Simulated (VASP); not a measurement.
# Ta (I4/mmm) in VASP: further runs

The runs below take Ta through single point, with LDA.

All numbers are computed with VASP 6.6.1; they aren't measurements. Logs are shortened: lines on timing, memory, paths and dates and some standing lists are left out, and cuts for length are marked.

## Step 1: The cell of the first run

Symmetry: I4/mmm, No. 139, tetragonal system. The conventional cell has a = 3.707 Å, b = 3.707 Å, c = 2.621 Å, α = 90.00°, β = 90.00°, γ = 90.00°. Within 3.5 Å of Ta (site symmetry 4/mmm) lie 10 Ta at 2.62 to 2.93 Å.

## Step 2: Single point, LDA

The input, INCAR:

```
PREC = Accurate
ENCUT = 500
EDIFF = 1E-6
ISMEAR = 0
SIGMA = 0.2
LREAL = F
LASPH = T
NELM = 120
ALGO = Normal
ISIF = 2
LWAVE = F
LCHARG = F
GGA = CA
NBANDS = 12
GGA_COMPAT = F
```

The input, KPOINTS:

```
regular mesh
0
Gamma
  22 22 22
```

The input, POSCAR:

```
Ta
1.0
   -1.8535924404      1.8535924404      1.3104898553
    1.8535924404     -1.8535924404      1.3104898553
    1.8535924404      1.8535924404     -1.3104898553
Ta
1
Direct
    0.0000000000      0.0000000000      0.0000000000
```

Potentials or basis: VASP PAW LDA potentials, release 64 (Ta_pv).

On the command line:

```bash
$ cat potpaw_LDA.64/Ta_pv/POTCAR > POTCAR
$ mpirun -np 1 vasp_std > vasp.out
```

OUTCAR:

```text
PREC = Accurate
   ENCUT = 500
   EDIFF = 1E-6
   ISMEAR = 0
   LREAL = F
   LASPH = T
   NELM = 120
   ISIF = 2
   GGA = CA

 ion  position               nearest neighbor table
   1  0.000  0.000  0.000-

  LATTYP: Found a body centered tetragonal cell.
 ALAT       =     3.7071848808
 C/A-ratio  =     0.7070000000

  Lattice vectors:

 A1 = (  -1.8535924404,   1.8535924404,   1.3104898553)
 A2 = (   1.8535924404,  -1.8535924404,   1.3104898553)
 A3 = (   1.8535924404,   1.8535924404,  -1.3104898553)

Analysis of symmetry for initial positions (statically):
=====================================================================
 Subroutine PRICEL returns:
 Original cell was already a primitive cell.

 Routine SETGRP: Setting up the symmetry group for a
 body centered tetragonal supercell.

 Subroutine GETGRP returns: Found 16 space group operations
 (whereof 16 operations were pure point group operations)
 out of a pool of 16 trial point group operations.

The static configuration has the point symmetry D_4h.

Analysis of symmetry for dynamics (positions and initial velocities):
=====================================================================
 Subroutine PRICEL returns:
 Original cell was already a primitive cell.

 Routine SETGRP: Setting up the symmetry group for a
 body centered tetragonal supercell.

 Subroutine GETGRP returns: Found 16 space group operations
 (whereof 16 operations were pure point group operations)
 out of a pool of 16 trial point group operations.

The dynamic configuration has the point symmetry D_4h.

 Subroutine INISYM returns: Found 16 space group operations
 (whereof 16 operations are pure point group operations),
 and found     1 'primitive' translations

----------------------------------------------------------------------------------------

                                     Primitive cell

  volume of cell :      18.0104

  direct lattice vectors                    reciprocal lattice vectors
    -1.853592440  1.853592440  1.310489855     0.000000000  0.269746460  0.381536719
     1.853592440 -1.853592440  1.310489855     0.269746460  0.000000000  0.381536719
     1.853592440  1.853592440 -1.310489855     0.269746460  0.269746460  0.000000000

  length of vectors
     2.930698472  2.930698472  2.930698472     0.467261620  0.467261620  0.381479103

  position of ions in fractional coordinates (direct lattice)
     0.000000000  0.000000000  0.000000000

  ion indices of the primitive-cell ions
   primitive index   ion index
                 1           1

----------------------------------------------------------------------------------------

 KPOINTS: regular mesh

Automatic generation of k-mesh.
 Grid dimensions read from file:
 generate k-points for:   22   22   22

 Generating k-lattice:

  Cartesian coordinates                     Fractional coordinates (reciprocal lattice)
     0.000000000  0.012261203  0.017342578     0.045454545 -0.000000000  0.000000000
     0.012261203  0.000000000  0.017342578    -0.000000000  0.045454545  0.000000000
     0.012261203  0.012261203  0.000000000     0.000000000  0.000000000  0.045454545

  Length of vectors
     0.021239165  0.021239165  0.017339959

  Shift w.r.t. Gamma in fractional coordinates (k-lattice)
     0.000000000  0.000000000  0.000000000

 Subroutine IBZKPT returns following result:
 ===========================================

 Found    834 irreducible k-points:

 Following reciprocal coordinates:
            Coordinates               Weight
  0.000000  0.000000  0.000000      1.000000
  0.045455 -0.000000  0.000000      8.000000
  0.090909 -0.000000  0.000000      8.000000
  0.136364  0.000000  0.000000      8.000000
  0.181818 -0.000000  0.000000      8.000000
  0.227273 -0.000000  0.000000      8.000000
[... 16 lines left out ...]
  0.500000  0.045455  0.000000     16.000000
 -0.454545  0.045455 -0.000000     16.000000
 [... further k-points ...]
   k-points           NKPTS =    834   k-points in BZ     NKDIM =    834   number of bands    NBANDS=     12
   number of dos      NEDOS =    301   number of ions     NIONS =      1
   total plane-waves  NPLWV =  13824
   dimension x,y,z NGX =    24 NGY =   24 NGZ =   24
   dimension x,y,z NGXF=    48 NGYF=   48 NGZF=   48
   ions per type =               1
   NGX,Y,Z   is equivalent  to a cutoff of  13.61, 13.61, 13.61 a.u.
   NGXF,Y,Z  is equivalent  to a cutoff of  27.23, 27.23, 27.23 a.u.
 SYSTEM =  unknown system
   PREC   = accura    normal or accurate (medium, high low for compatibility)
   ISTART =      0    job   : 0-new  1-cont  2-samecut
   ICHARG =      2    charge: 1-file 2-atom 10-const
   ISPIN  =      1    spin polarized calculation?
   LNONCOLLINEAR =      F non collinear calculations
   LSORBIT =      F    spin-orbit coupling
   LASPH  =      T    aspherical Exc in radial PAW
   ENCUT  =  500.0 eV  36.75 Ry    6.06 a.u.   5.34  5.34  5.34*2*pi/ulx,y,z
   NELM   =    120;   NELMIN=  2; NELMDL= -5     # of ELM steps
   EDIFF  = 0.1E-05   stopping-criterion for ELM
   LREAL  =      F    real-space projection
   EDIFFG = 0.1E-04   stopping-criterion for IOM
   NSW    =      0    number of steps for IOM
   IBRION =     -1    ionic relax: 0-MD 1-quasi-New 2-CG
   NFREE  =      0    steps in history (QN), initial steepest desc. (CG)
   ISIF   =      2    stress and relaxation
   ISYM   =      2    0-nonsym 1-usesym 2-fastsym
   POTIM  = 0.5000    time-step for ionic-motion
   TEBEG  =    0.0;   TEEND  =   0.0 temperature during run
   PSTRESS=    0.0 pullay stress
   NELECT =      11.0000    total number of electrons
   NUPDOWN=      -1.0000    fix difference up-down
   EMIN   =  10.00;   EMAX   =-10.00  energy-range for DOS
   EFERMI =   0.00;   METHOD = LEGACY
   ISMEAR =     0;   SIGMA  =   0.20  broadening in eV -4-tet -1-fermi 0-gaus
   EFERMI_NEDOS =   21; number of points for ismear=-14 and -15
   IALGO  =     38    algorithm
   IMIX   =      4    mixing-type and parameters
     AMIX     =   0.40;   BMIX     =  1.00
     AMIX_MAG =   1.60;   BMIX_MAG =  1.00
  volume/ion in A,a.u.               =      18.01       121.54
  Fermi-wavevector in a.u.,A,eV,Ry     =   1.388988  2.624806 26.249534  1.929286
  Thomas-Fermi vector in A             =   2.513061
   LORBIT       =      0    0 simple, 1 ext, 2 COOP (PROOUT), +10 PAW based schemes
   GGA     = CA    functional components
   LHFCALC =     F    Hartree Fock is set to
   AEXX    =    0.0000 exact exchange contribution
   IVDW    =     0    specifies the selected vdW correction
   LEPSILON=     F    determine dielectric tensor
   LRPA    =     F    only Hartree local field effects (RPA)
 non-spin polarized calculation
 Gauss-broadening in eV      SIGMA  =   0.20
  energy-cutoff  :      500.00
  volume of cell :       18.01
 maximum number of plane-waves:       474
 NGX is ok and might be reduce to    24
   NGX = 11   NGY = 11   NGZ = 11

 number of electron      11.0000001 magnetization

 Free energy of the ion-electron system (eV)
  ---------------------------------------------------
  ext. energy  EPLUGINS =         0.00000000
  ---------------------------------------------------
  free energy    TOTEN  =       -12.44754078 eV

  energy without entropy =      -12.42112662  energy(sigma->0) =      -12.43433370

 E-fermi :   5.7225     XC(G=0): -12.7357

 val. band max:        5.7219189917   @ k =  -0.2727  -0.4545   0.0455
 cond. band min:       5.7228344911   @ k =  -0.4091   0.1818   0.0909
 fundamental gap:      0.0009154994
 Fermi energy:         5.7225012272

 k-point     1 :       0.0000    0.0000    0.0000
  band No.  band energies     occupation
      1     -27.5796      2.00000
      2     -27.5796      2.00000
      3     -26.9235      2.00000
      4      -2.3752      2.00000
      5       3.7371      2.00000
      6       5.3808      1.98433
      7       9.0799      0.00000
      8       9.0799      0.00000
      9      11.0912      0.00000
     10      19.1762      0.00000
     11      19.1762      0.00000
     12      19.2180      0.00000

 k-point     2 :       0.0455   -0.0000    0.0000
  band No.  band energies     occupation
      1     -27.5862      2.00000
      2     -27.5845      2.00000
      3     -26.9658      2.00000
      4      -2.2605      2.00000
      5       3.7886      2.00000
      6       5.4729      1.92239
      7       8.9253      0.00000
      8       8.9356      0.00000
      9      11.0053      0.00000
     10      19.2173      0.00000
     11      19.4479      0.00000
     12      19.4492      0.00000

 k-point     3 :       0.0909   -0.0000    0.0000
  band No.  band energies     occupation
      1     -27.6072      2.00000
      2     -27.5986      2.00000
      3     -27.0860      2.00000
      4      -1.9258      2.00000
      5       3.9289      2.00000
      6       5.7337      0.93699
      7       8.5230      0.00000
      8       8.5721      0.00000
      9      10.7886      0.00000
     10      19.2171      0.00000
     11      20.1345      0.00000
     12      20.1995      0.00000

 k-point     4 :       0.1364    0.0000    0.0000
  band No.  band energies     occupation
      1     -27.6500      2.00000
      2     -27.6208      2.00000
      3     -27.2612      2.00000
      4      -1.3999      2.00000
      5       4.1081      2.00000
      6       6.0852      0.01032
      7       8.0682      0.00000
      8       8.1553      0.00000
      9      10.5052      0.00000
     10      19.2166      0.00000
     11      20.8102      0.00000
     12      21.2866      0.00000

 k-point     5 :       0.1818   -0.0000    0.0000
  band No.  band energies     occupation
      1     -27.7434      2.00000
      2     -27.6490      2.00000
      3     -27.4400      2.00000
      4      -0.7342      2.00000
      5       4.2283      2.00000
      6       6.2646      0.00013
      7       7.8871      0.00000
      8       7.9592      0.00000
      9      10.1941      0.00000
     10      19.2155      0.00000
     11      20.7122      0.00000
     12      22.5415      0.00000

 k-point     6 :       0.2273   -0.0000    0.0000
  band No.  band energies     occupation
      1     -27.9318      2.00000
      2     -27.6808      2.00000
      3     -27.5523      2.00000
      4      -0.0112      2.00000
      5       4.1758      2.00000
      6       6.0943      0.00856
      7       7.9471      0.00000
      8       8.4916      0.00000
      9       9.8833      0.00000
     10      19.2113      0.00000
     11      19.8925      0.00000
     12      23.7282      0.00000

 k-point     7 :       0.2727    0.0000    0.0000
  band No.  band energies     occupation
      1     -28.1764      2.00000
      2     -27.7137      2.00000
      3     -27.6107      2.00000
      4       0.6437      2.00000
      5       3.9371      2.00000
      6       5.9580      0.09587
      7       8.3808      0.00000
      8       9.3162      0.00000
      9       9.6735      0.00000
     10      18.9140      0.00000
     11      19.2344      0.00000
     12      24.2510      0.00000

 k-point     8 :       0.3182    0.0000   -0.0000
  band No.  band energies     occupation
      1     -28.4199      2.00000
      2     -27.7449      2.00000
      3     -27.6490      2.00000
      4       1.0866      2.00000
      5       3.6085      2.00000
      6       6.1536      0.00230
      7       9.0953      0.00000
      8       9.2656      0.00000
      9      10.5295      0.00000
     10      18.0521      0.00000
     11      19.2222      0.00000
     12      23.4851      0.00000
[... 166 lines left out ...]
 k-point    20 :       0.3636    0.0455    0.0000
  band No.  band energies     occupation
      1     -28.7754      2.00000
      2     -27.7791      2.00000
      3     -27.6915      2.00000
      4       1.3395      2.00000
      5       3.1169      2.00000
      6       6.9391      0.00000
      7       8.9234      0.00000
      8      10.4587      0.00000
      9      12.6016      0.00000
     10      17.3148      0.00000
     11      19.2178      0.00000
     12      21.2687      0.00000

 k-point    21 :       0.4091    0.0455    0.0000
  band No.  band energies     occupation
      1     -28.8846      2.00000
      2     -27.7989      2.00000
      3     -27.7089      2.00000
      4       1.3020      2.00000
      5       2.9216      2.00000
      6       7.6955      0.00000
      7       8.8750      0.00000
      8      11.3450      0.00000
      9      13.0153      0.00000
     10      17.3816      0.00000
     11      19.2107      0.00000
     12      20.0814      0.00000

 k-point    22 :       0.4545    0.0455   -0.0000
  band No.  band energies     occupation
      1     -28.9270      2.00000
      2     -27.8120      2.00000
      3     -27.7178      2.00000
      4       1.2661      2.00000
      5       2.8359      2.00000
      6       8.1978      0.00000
      7       8.8971      0.00000
      8      11.9311      0.00000
      9      12.9223      0.00000
     10      17.7795      0.00000
     11      19.1558      0.00000
     12      19.3639      0.00000

 k-point    23 :       0.5000    0.0455    0.0000
  band No.  band energies     occupation
      1     -28.9004      2.00000
      2     -27.8176      2.00000
      3     -27.7174      2.00000
      4       1.2703      2.00000
      5       2.8644      2.00000
      6       8.3401      0.00000
      7       8.7737      0.00000
      8      11.9619      0.00000
      9      12.7042      0.00000
     10      17.3851      0.00000
     11      19.2036      0.00000
     12      19.4254      0.00000

 k-point    24 :      -0.4545    0.0455   -0.0000
  band No.  band energies     occupation
      1     -28.8069      2.00000
      2     -27.8148      2.00000
      3     -27.7074      2.00000
      4       1.3086      2.00000
      5       3.0030      2.00000
      6       7.8717      0.00000
      7       8.7630      0.00000
      8      11.4335      0.00000
      9      12.3286      0.00000
     10      16.9766      0.00000
     11      19.2175      0.00000
     12      20.1171      0.00000

 [... further k-points ...]
[... 5 lines left out ...]
  --------------------------------------------------------------------------------------
  -------------------------------------------------------------------------------------
  Total       -0.7354183     -0.7354183      1.4474643      0.0000000     -0.0000000      0.0000000
  in kB      -65.4218521    -65.4218521    128.7645444      0.0000000     -0.0000000      0.0000000
  external PRESSURE =      -0.6930533 kB  Pullay stress =       0.0000000 kB

 VOLUME and BASIS-vectors are now :
 -----------------------------------------------------------------------------
  energy-cutoff  :      500.00
  volume of cell :       18.01
      direct lattice vectors                 reciprocal lattice vectors
    -1.853592440  1.853592440  1.310489855     0.000000000  0.269746460  0.381536719
     1.853592440 -1.853592440  1.310489855     0.269746460  0.000000000  0.381536719
     1.853592440  1.853592440 -1.310489855     0.269746460  0.269746460  0.000000000

 POSITION                                       TOTAL-FORCE (eV/Angst)
 -----------------------------------------------------------------------------------
      0.00000      0.00000      0.00000        -0.000000      0.000000      0.000000
 -----------------------------------------------------------------------------------
    total drift:                                0.000000      0.000000     -0.000000

  FREE ENERGIE OF THE ION-ELECTRON SYSTEM (eV)
  ---------------------------------------------------
  free  energy   TOTEN  =       -12.4475407823 eV

  energy  without entropy=      -12.4211266177  energy(sigma->0) =      -12.43433370
```

Wall time 36 s (1 thread of Intel Xeon 6975P-C (Granite Rapids), shared host); peak memory 0.26 GiB.

What came out:

| Item | Value |
| --- | --- |
| Free energy | -12.4475 eV |
| Pressure | -0.1 GPa |

Caveat: spin-orbit coupling is left out, which moves the levels of the heavy elements.

[end of part 1 of 2]
